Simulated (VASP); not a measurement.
MnS, 2 atoms in the cell. It takes space group Fm-3m (No. 225, cubic). The conventional cell has a = 5.209 Å, b = 5.209 Å, c = 5.209 Å, α = 90.00°, β = 90.00°, γ = 90.00°. Within 3.4 Å of Mn (site symmetry m-3m) lie 6 S at 2.60 Å. S (site symmetry m-3m) has 6 Mn at 2.60 Å within 3.4 Å. 

- Program: VASP 6.6.1
- Task: single point
- Functional: r2SCAN
- Dispersion: D3(BJ)
- Potentials or basis: VASP PAW PBE potentials, release 64 (Mn_pv, S)
- Cutoff: 520 eV
- k mesh: 9 × 9 × 9
- Occupations: fermi-dirac, width 0.05 eV
- Spin: collinear spin, ferromagnetic start
- Starting moments: [4.0, 0.0] μB
- Dipole correction: no
- Further INCAR settings: ALGO = Normal; EDIFF = 1e-06; NBANDS = 20

Potentials or basis: VASP PAW PBE potentials, release 64 (Mn_pv, S).

The run is started by

```bash
$ cat potpaw_PBE.64/Mn_pv/POTCAR potpaw_PBE.64/S/POTCAR > POTCAR
$ cp INCAR.step1 INCAR
$ mpirun -np 1 vasp_std > vasp.out
$ cp INCAR.step2 INCAR
$ mpirun -np 1 vasp_std > vasp.out
```

Hardware: 1 thread of Intel(R) Xeon(R) Platinum 8375C CPU @ 2.90GHz (Ice Lake), on a shared host.

Q: Estimate the wall time of this run.

A: Run time: 5.4 min on 1 thread of Intel(R) Xeon(R) Platinum 8375C CPU @ 2.90GHz (Ice Lake), on a shared host, peak memory 0.21 GiB. Counts: k points 35.
